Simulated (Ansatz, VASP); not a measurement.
**BaMo3: VASP beside Ansatz**

```
CELL_PARAMETERS angstrom
6.20451 0.00000 0.00000
-3.10226 5.37327 0.00000
0.00000 0.00000 4.98008
ATOMIC_POSITIONS crystal
Ba 0.33333 0.66667 0.25000
Ba 0.66667 0.33333 0.75000
Mo 0.83300 0.66600 0.25000
Mo 0.16700 0.83300 0.75000
Mo 0.33400 0.16700 0.25000
Mo 0.16700 0.33400 0.75000
Mo 0.83300 0.16700 0.25000
Mo 0.66600 0.83300 0.75000
```

Alike in both runs: task relaxation of cell and atoms; functional PBE; k mesh 3 × 3 × 4; occupations gaussian, width 0.1 eV; no spin polarisation.

|  | VASP | Ansatz |
| --- | --- | --- |
| version | VASP 6.6.1 | Ansatz 0.2.0 |
| potentials or method | VASP PAW PBE potentials, release 64 (Ba_sv, Mo_sv), cutoff 600 eV | scalar-relativistic, plane waves, PAW |
| valence electrons in the cell | 104 | 104 |

Ansatz gave:

- gap on the k mesh at the Fermi level, each at its own relaxed structure (eV): none
- relaxed volume (Å³/atom): 27.86
- relaxed length of the cell vector where the two differ most in proportion (Å): 7.757

Task: What did VASP give for the same quantities?

Result: gap on the k mesh at the Fermi level, each at its own relaxed structure (eV): none; relaxed volume (Å³/atom): 27.71; relaxed length of the cell vector where the two differ most in proportion (Å): 7.732.

A gap of «none» marks a metal or a gap that the smearing closes.

The k mesh is coarse, so the values compare programs but aren't converged. Spin-orbit coupling is off throughout. Noted on VASP's run: the volume moved by over 15 % at a fixed basis, so the end points are rough.
